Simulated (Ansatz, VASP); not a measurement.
Al2Cu: VASP beside Ansatz

```
CELL_PARAMETERS angstrom
-2.99890 2.99890 2.39274
2.99890 -2.99890 2.39274
2.99890 2.99890 -2.39274
ATOMIC_POSITIONS crystal
Al 0.34139 0.15861 0.50000
Al 0.15861 0.65861 0.81721
Al 0.84139 0.34139 0.18279
Al 0.65861 0.84139 0.50000
Cu 0.75000 0.75000 0.00000
Cu 0.25000 0.25000 0.00000
```

Alike in both runs: task single point; functional r2SCAN; dispersion rVV10; k mesh 6 × 6 × 6; occupations gaussian, width 0.1 eV; no spin polarisation.

|  | VASP | Ansatz |
| --- | --- | --- |
| version | VASP 6.6.1 | Ansatz 0.2.0 |
| potentials or method | VASP PAW PBE potentials, release 64 (Al, Cu), cutoff 520 eV | scalar-relativistic, plane waves, PAW |
| valence electrons in the cell | 34 | 50 |

Ansatz gave:

| Item | Value |
| --- | --- |
| gap on the k mesh at the Fermi level (eV) | none |
| pressure (GPa) | -0.3 |
| traceless stress, the component that is largest in VASP (GPa) | 2.09 |
| rms of the force components (eV/Å) | 0.023 |

Q: Estimate VASP's values.

A: gap on the k mesh at the Fermi level (eV): none; pressure (GPa): -0.4; traceless stress, the component that is largest in VASP (GPa): 2.13; rms of the force components (eV/Å): 0.021.

VASP's potentials were made for PBE, not for r2SCAN. Atom by atom the forces differ by 0.002 eV/Å (rms over components). A gap of «none» marks a metal or a gap that the smearing closes. VASP's potentials hold 34 valence electrons a cell and Ansatz's 50, so a difference there can come from the potentials and not from the codes.
